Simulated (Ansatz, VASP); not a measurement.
Two plane-wave programs on Ti2C

POSCAR

```
Ti2C
1.0
    1.5406981810      0.8895225095      4.8137698526
   -1.5406981810      0.8895225095      4.8137698526
    0.0000000000     -1.7790450190      4.8137698526
Ti C
2 1
Direct
    0.2454978300      0.2454978300      0.2454978300
    0.7545021700      0.7545021700      0.7545021700
    0.5000000000      0.5000000000      0.5000000000
```

INCAR.step1

```
ALGO     = Normal         # electronic algorithm
EDIFF    = 1E-5           # SCF threshold, eV
ENCUT    = 910            # plane-wave cutoff, eV
GGA      = PE             # functional
GGA_COMPAT= F            
ISMEAR   = 0              # smearing method
LASPH    = T              # aspherical terms in the spheres
LCHARG   = F              # write CHGCAR
LREAL    = F              # projectors in reciprocal space
LWAVE    = T              # write WAVECAR
NBANDS   = 21             # bands
NELM     = 120            # most SCF steps
PREC     = Accurate       # precision mode
SIGMA    = 0.1            # smearing width, eV
```

The input INCAR.step2:

```
ALGO     = Normal         # electronic algorithm
EDIFF    = 1E-6           # SCF threshold, eV
ENCUT    = 910            # plane-wave cutoff, eV
GGA_COMPAT= F            
ISIF     = 2              # what is computed and relaxed
ISMEAR   = 0              # smearing method
ISTART   = 1            
LASPH    = T              # aspherical terms in the spheres
LCHARG   = F              # write CHGCAR
LMIXTAU  = T            
LREAL    = F              # projectors in reciprocal space
LWAVE    = F              # write WAVECAR
METAGGA  = R2SCAN         # meta-GGA
NBANDS   = 21             # bands
NELM     = 120            # most SCF steps
PREC     = Accurate       # precision mode
SIGMA    = 0.1            # smearing width, eV
```

Contents of KPOINTS:

```
k-points
0
Gamma
  6 6 6
```

Input for Ansatz:

```yaml
crystal:
  lattice:
    - [1.540698181, 0.8895225095, 4.8137698526]
    - [-1.540698181, 0.8895225095, 4.8137698526]
    - [0.0, -1.779045019, 4.8137698526]
  atoms:
    - { symbol: Ti, position: [0.24549783, 0.24549783, 0.24549783] }
    - { symbol: Ti, position: [0.75450217, 0.75450217, 0.75450217] }
    - { symbol: C, position: [0.5, 0.5, 0.5] }
basis:
  ecutwfc: 500
kpoints:
  mp_grid: { grid: [6, 6, 6] }
hamiltonian:
  xc: r2scan
scf:
  occupations: { method: gaussian, width: 0.1 }
output:
  forces: true
  stress: true
  eigenvalues: true
```

Alike in both runs: task single point; functional r2SCAN; k mesh 6 × 6 × 6; occupations gaussian, width 0.1 eV; no spin polarisation.

|  | VASP | Ansatz |
| --- | --- | --- |
| version | VASP 6.6.1 | Ansatz 0.2.0 |
| potentials or method | VASP PAW PBE potentials, release 64 (Ti_sv, C_h), cutoff 910 eV | scalar-relativistic, plane waves, PAW |
| valence electrons in the cell | 28 | 28 |

```csv
,VASP,Ansatz,Ansatz less VASP
gap on the k mesh at the Fermi level (eV),none,none,-
rms of the force components (eV/Å),0.006,0.044,+0.0375
```

VASP's potentials were made for PBE, not for r2SCAN. Atom by atom the forces differ by 0.038 eV/Å (rms over components). A gap of «none» marks a metal or a gap that the smearing closes.

The k mesh is coarse, so the values compare programs but aren't converged. Noted on VASP's run: the cutoff is short for stress, so the pressure is rough.
